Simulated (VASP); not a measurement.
A run of VASP 6.6.1 is set up as follows.

File INCAR:

```
PREC     = Accurate       # precision mode
ENCUT    = 520            # plane-wave cutoff, eV
EDIFF    = 1E-8           # SCF threshold, eV
ISMEAR   = 0              # smearing method
SIGMA    = 0.01           # smearing width, eV
LREAL    = False          # projectors in reciprocal space
LASPH    = True           # aspherical terms in the spheres
NELM     = 80             # most SCF steps
ALGO     = Normal         # electronic algorithm
ISIF     = 2              # what is computed and relaxed
LWAVE    = False          # write WAVECAR
LCHARG   = False          # write CHGCAR
GGA      = PE             # functional
LEPSILON = True           # dielectric tensor by DFPT
```

KPOINTS

```
Automatic mesh
0
Gamma
  6 6 4
```

POSCAR

```
MgS
1.0
    4.2955415433      0.0000000000      0.0000000000
   -2.1477707716      3.7200480996      0.0000000000
    0.0000000000      0.0000000000      5.2850911870
Mg S
2 2
Direct
    0.3333333333      0.6666666667      0.2500000000
    0.6666666667      0.3333333333      0.7500000000
    0.6666666667      0.3333333333      0.2500000000
    0.3333333333      0.6666666667      0.7500000000
```

Potentials or basis: VASP PAW PBE potentials, release 64 (Mg, S).

Launch:

```bash
$ cat potpaw_PBE.64/Mg/POTCAR potpaw_PBE.64/S/POTCAR > POTCAR
$ mpirun -np 1 vasp_std > vasp.out
```

(1) Predict the electronic dielectric tensor (diagonal).

(2) Estimate the Born charges (mean of the diagonal).

(3) Predict the band gap on the k mesh.

## Answers

(1) 4.16, 4.16, 4.75.

(2) Mg +2.07; S -2.07 e.

(3) 3.00 eV, direct.
